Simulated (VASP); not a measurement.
A run of VASP 6.6.1 is set up as follows.

File INCAR:

```
  ALGO = Normal
  EDIFF = 1E-7
  ENCUT = 520
  GGA = PS
  ISIF = 2
  ISMEAR = 0
  LASPH = T
  LCHARG = F
  LREAL = F
  LWAVE = F
  NBANDS = 60
  NELM = 60
  PREC = Accurate
  SIGMA = 0.05
```

File KPOINTS:

```
k-points
0
Gamma
  7 7 3
```

The input POSCAR:

```
TiO2
1.0
   -3.7706690430      0.0000000000      0.0000000000
    0.0000000000     -3.7706690430      0.0000000000
    0.0000000000     -1.5082676172      9.5463353711
Ti O
4 8
Direct
    0.0000000000     -0.3500000000      0.8750000000
    0.5000000000      0.3500000000      0.3750000000
    0.5000000000     -0.2500000000      0.6250000000
    0.0000000000      0.4500000000      0.1250000000
    0.5000000000      0.2669521334      0.5826196664
    1.0000000000      0.9669521334      0.0826196664
    0.5000000000     -0.3330478666      0.8326196664
    1.0000000000      0.3669521334      0.3326196664
    0.5000000000     -0.1669521334      0.4173803336
    0.0000000000      0.1330478666      0.9173803336
    0.0000000000     -0.2669521334      0.6673803336
    0.5000000000      0.4330478666      0.1673803336
```

Potentials or basis: VASP PAW PBE potentials, release 64 (Ti_sv, O).

Command:

```bash
$ cat potpaw_PBE.64/Ti_sv/POTCAR potpaw_PBE.64/O/POTCAR > POTCAR
$ mpirun -np 1 vasp_std > vasp.out
```

Problem. Predict the largest force.

Solution. 5.090 eV/Å.

Problem. Estimate the band gap on the k mesh.

Solution. Zero (bands 48 and 49 overlap by 0.25 eV).

Problem. Predict the pressure.

Solution. 5.4 GPa.

Forces on the atoms (eV/Å):
```
Ti   0.000 -0.880 -3.496
Ti   0.000  0.014  0.113
Ti   0.000 -0.014 -0.113
Ti   0.000  0.880  3.496
O    0.000  0.033  0.028
O    0.000  3.601  3.597
O    0.000 -0.095  0.668
O    0.000 -0.220 -0.016
O    0.000 -0.033 -0.028
O    0.000 -3.601 -3.597
O    0.000  0.220  0.016
O    0.000  0.095 -0.668
```

Caveat: the cell stands under pressure; the PAW data sets were made with another functional, which shifts forces and pressure a little; semilocal functionals often make such compounds metallic where correlation or magnetic order opens a gap, which also shifts bond lengths.
